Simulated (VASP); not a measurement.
Runs of VASP 6.6.1 on Pt. The structure is that of space group Fm-3m (No. 225), or close to it. The cells are those of the table. The cell was built from a structure type or drawn by symmetry, and may not be a known phase.

```csv
task,cell,k mesh,cutoff (eV),gap on the mesh (eV),pressure (GPa),relaxed volume (Å³/atom)
relaxation of cell and atoms,"relaxed from a = 3.935 Å, angles 60.0°, 3 atoms",6 × 6 × 6,600,none,0.3,18.57
relaxation of cell and atoms,"relaxed from a = 4.293 Å, angles 60.0°, 3 atoms",14 × 14 × 14,600,none,0.0,(a)
single point,"a = 3.935 Å, angles 60.0°, 3 atoms",6 × 6 × 6,520,none,94.8,-
single point,"a = 4.293 Å, angles 60.0°, 3 atoms",6 × 6 × 6,520,none,-0.4,-
single point,"a = 4.293 Å, angles 60.0°, 3 atoms",14 × 14 × 14,520,none,-0.4,-
```

Alike in all rows: level PBE; potentials or basis VASP PAW PBE potentials, release 64 (Pt); no spin polarisation; smearing gaussian 0.1 eV.

Task: Estimate the missing entries.

Result: (a) 18.61.

Caveats: spin-orbit coupling is left out, which moves the levels of the heavy elements; the volume moved by over 15 % at a fixed basis, so the end points are rough (at least some runs); the cell stands under pressure (at least some runs).

A k mesh can miss the band edges, and the runs leave out spin-orbit coupling on Pt.

A gap of «none» marks levels without a gap at the run's occupations.
